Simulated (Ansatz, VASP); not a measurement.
Two plane-wave programs on MgCd2Se3

```
Mg Cd Se
1.0
     4.34246    0.00000    0.00000
    -2.17123    3.76068    0.00000
     0.00000    0.00000   21.16859
Mg Cd Se
2 4 6
Direct
  0.66667 0.33333 0.33182
  0.33333 0.66667 0.83182
  0.66667 0.33333 0.99846
  0.66667 0.33333 0.66887
  0.33333 0.66667 0.16887
  0.33333 0.66667 0.49846
  0.66667 0.33333 0.12528
  0.66667 0.33333 0.45489
  0.66667 0.33333 0.79568
  0.33333 0.66667 0.29568
  0.33333 0.66667 0.62528
  0.33333 0.66667 0.95489
```

Alike in both runs: task single point; functional r2SCAN; k mesh 6 × 6 × 2; occupations gaussian, width 0.02 eV; no spin polarisation.

|  | VASP | Ansatz |
| --- | --- | --- |
| version | VASP 6.6.1 | Ansatz 0.2.0 |
| potentials or method | VASP PAW PBE potentials, release 64 (Mg, Cd, Se), cutoff 520 eV | scalar-relativistic, plane waves, PAW |
| valence electrons in the cell | 88 | 196 |

Ansatz gave:

| Quantity | Value |
| --- | --- |
| gap on the k mesh at the Fermi level (eV) | 1.52 |
| least direct gap on the mesh (eV) | 1.52 |
| pressure (GPa) | -1.3 |
| rms of the force components (eV/Å) | 0.011 |

**Question.** Which values does VASP return?

**Answer.** gap on the k mesh at the Fermi level (eV): 1.51; least direct gap on the mesh (eV): 1.51; pressure (GPa): -1.3; rms of the force components (eV/Å): 0.007.

VASP's potentials were made for PBE, not for r2SCAN. Atom by atom the forces differ by 0.013 eV/Å (rms over components). VASP's potentials hold 88 valence electrons a cell and Ansatz's 196, so a difference there can come from the potentials and not from the codes.
